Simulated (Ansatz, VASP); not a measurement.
One calculation of ZnS, two programs

File INCAR:

```
SYSTEM = ZnS
PREC = Accurate
ENCUT = 520
EDIFF = 1E-6
ISMEAR = 0
SIGMA = 0.05
LREAL = .FALSE.
LASPH = .TRUE.
NELM = 80
ALGO = Normal
ISIF = 2
LWAVE = .FALSE.
LCHARG = .FALSE.
GGA = PE
NBANDS = 16
```

KPOINTS

```
regular mesh
0
G
  10 10 10
  0 0 0
```

Contents of POSCAR:

```
ZnS
1.0
    0.0000000000      2.9210220000      2.4882780000
    2.9210220000      0.0000000000      2.4882780000
    2.9210220000      2.9210220000      0.0000000000
Zn S
1 1
Direct
    0.0000000000      0.0000000000      0.0000000000
    0.7500000000      0.7500000000      0.7500000000
```

Input for Ansatz:

```yaml
crystal:
  lattice:
    - [0.0, 2.921022, 2.488278]
    - [2.921022, 0.0, 2.488278]
    - [2.921022, 2.921022, 0.0]
  atoms:
    - { symbol: Zn, position: [0.0, 0.0, 0.0] }
    - { symbol: S, position: [0.75, 0.75, 0.75] }
basis:
  ecutwfc: 420
kpoints:
  mp_grid: { grid: [10, 10, 10] }
hamiltonian:
  xc: pbe
scf:
  occupations: { method: gaussian, width: 0.05 }
output:
  forces: true
  stress: true
  eigenvalues: true
```

Change from the starting cell: strain +0.080 along x and y, -0.080 along z, atoms carried along.

Alike in both runs: task single point; functional PBE; k mesh 10 × 10 × 10; occupations gaussian, width 0.05 eV; no spin polarisation.

```csv
,VASP,Ansatz
version,VASP 6.6.1,Ansatz 0.2.0
potentials or method,"VASP PAW PBE potentials, release 64 (Zn, S), cutoff 520 eV","scalar-relativistic, plane waves, PAW"
valence electrons in the cell,18,18
```

|  | VASP | Ansatz | Ansatz less VASP |
| --- | --- | --- | --- |
| gap on the k mesh at the Fermi level (eV) | 1.47 | 1.46 | -0.003 |
| least direct gap on the mesh (eV) | 1.47 | 1.46 | -0.003 |
| pressure (GPa) | -3.6 | -3.7 | -0.10 |
| traceless stress, the component that is largest in VASP (GPa) | 3.46 | 3.48 | +0.024 |

The functional is the same, so the differences come from potentials, cutoffs and numerics.
